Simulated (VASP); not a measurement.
Here is a VASP 6.6.1 calculation.

Contents of INCAR:

```
SYSTEM = Si
  PREC = Accurate
  ENCUT = 520
  EDIFF = 1E-6
  ISMEAR = 0
  SIGMA = 0.05
  LREAL = .False.
  LASPH = .True.
  NELM = 80
  ALGO = Normal
  ISIF = 2
  LWAVE = .False.
  LCHARG = .False.
  GGA = PE
  NBANDS = 11
```

Contents of KPOINTS:

```
Automatic mesh
0
Gamma
  10 10 10
  0 0 0
```

POSCAR

```
Si
1.0
    0.0000000000      2.6354092817      2.7331829661
    2.6354092817      0.0000000000      2.7331829661
    2.6354092817      2.6354092817      0.0000000000
Si
2
Direct
    0.5000000000      0.5000000000      0.5000000000
    0.7500000000      0.7500000000      0.7500000000
```

Potentials or basis: VASP PAW PBE potentials, release 64 (Si).

Run with:

```bash
$ cat potpaw_PBE.64/Si/POTCAR > POTCAR
$ mpirun -np 1 vasp_std > vasp.out
```

(1) Predict the pressure.

(2) Predict the band gap on the k mesh.

## Answers

(1) 7.7 GPa.

(2) 0.28 eV, indirect (least direct gap 2.46 eV).
